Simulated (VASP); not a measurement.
A run of VASP 6.6.1 is set up as follows.

INCAR

```
PREC = Accurate ; ENCUT = 520
EDIFF = 1E-6 ; ISMEAR = 0
SIGMA = 0.1 ; LREAL = F
LASPH = T ; NELM = 60
ALGO = Normal ; ISIF = 2
LWAVE = F ; LCHARG = F
GGA = PE ; NBANDS = 16
```

The input KPOINTS:

```
Automatic mesh
0
Gamma
  18 18 18
```

Contents of POSCAR:

```
TiN
1.0
    0.0000000000      2.0347869882      2.0347869882
    2.0347869882      0.0000000000      2.0347869882
    2.0347869882      2.0347869882      0.0000000000
Ti N
1 1
Direct
    0.0000000000      0.0000000000      0.0000000000
    0.5000000000      0.5000000000      0.5000000000
```

Potentials or basis: VASP PAW PBE potentials, release 64 (Ti_sv, N).

The run is started by

```sh
$ cat potpaw_PBE.64/Ti_sv/POTCAR potpaw_PBE.64/N/POTCAR > POTCAR
$ mpirun -np 1 vasp_std > vasp.out
```

Q: Estimate the pressure.

A: 47.0 GPa.

Q: Predict the band gap on the k mesh.

A: Zero (an odd number of electrons rules out a gap without spin polarisation).

Caveat: the cell stands under pressure.
